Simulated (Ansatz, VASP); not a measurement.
One calculation of Ni, two programs

```xyz
1
Lattice="0.0000 1.8188 1.8188 1.8188 0.0000 1.8188 1.8188 1.8188 0.0000" Properties=species:S:1:pos:R:3 pbc="T T T"
Ni    0.0000    0.0000    0.0000
```

Change from the starting cell: volume scaled by 1.1, no spin polarisation, PAW files.

Alike in both runs: task single point; functional LDA; k mesh 16 × 16 × 16; occupations fermi-dirac, width 0.1 eV; no spin polarisation.

```csv
,VASP,Ansatz
version,VASP 6.6.1,Ansatz 0.2.0
potentials or method,"VASP PAW LDA potentials, release 64 (Ni)","PAW with Ansatz's default frozen-core files, scalar-relativistic"
plane-wave cutoff (eV),520,420
valence electrons in the cell,10,18
```

|  | VASP | Ansatz | Ansatz less VASP |
| --- | --- | --- | --- |
| pressure (GPa) | -29.6 | -30.1 | -0.45 |

LDA's correlation is that of Perdew and Zunger in VASP and of Perdew and Wang (1992) in Ansatz. Both programs put the cell under strong tension, so it lies far from rest at this level. VASP's potentials hold 10 valence electrons a cell and Ansatz's 18, so a difference there can come from the potentials and not from the codes.
